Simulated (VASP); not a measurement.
Here is a VASP 6.6.1 calculation.

Contents of INCAR:

```
ALGO = Normal
DIPOL = 0.5 0.5 0.500
EDIFF = 1E-7
ENCUT = 520
GGA = PE
IDIPOL = 3
ISIF = 2
ISMEAR = 0
IVDW = 12
LASPH = T
LCHARG = F
LDIPOL = T
LREAL = F
LWAVE = F
NBANDS = 11
NELM = 60
PREC = Accurate
SIGMA = 0.1
```

The input KPOINTS:

```
k-points
0
Gamma
  18 18 1
```

Contents of POSCAR:

```
C
1.0
    2.3671512153      0.0000000000      0.0000000000
   -1.1835756076      2.0500130871      0.0000000000
    0.0000000000      0.0000000000     28.0000000000
C
2
Direct
    0.3333333333      0.6666666667      0.5000000000
    0.6666666667      0.3333333333      0.5000000000
```

Potentials or basis: VASP PAW PBE potentials, release 64 (C).

Launch:

```bash
$ cat potpaw_PBE.64/C/POTCAR > POTCAR
$ mpirun -np 1 vasp_std > vasp.out
```

Question: What does it give for the band gap on the k mesh?

Answer: Zero (filled and empty bands touch).

Question: Predict the dispersion energy per atom.

Answer: -0.085 eV.

Caveat: the cell differs from its parent crystal (biaxial strain -0.040, then relaxed in part).
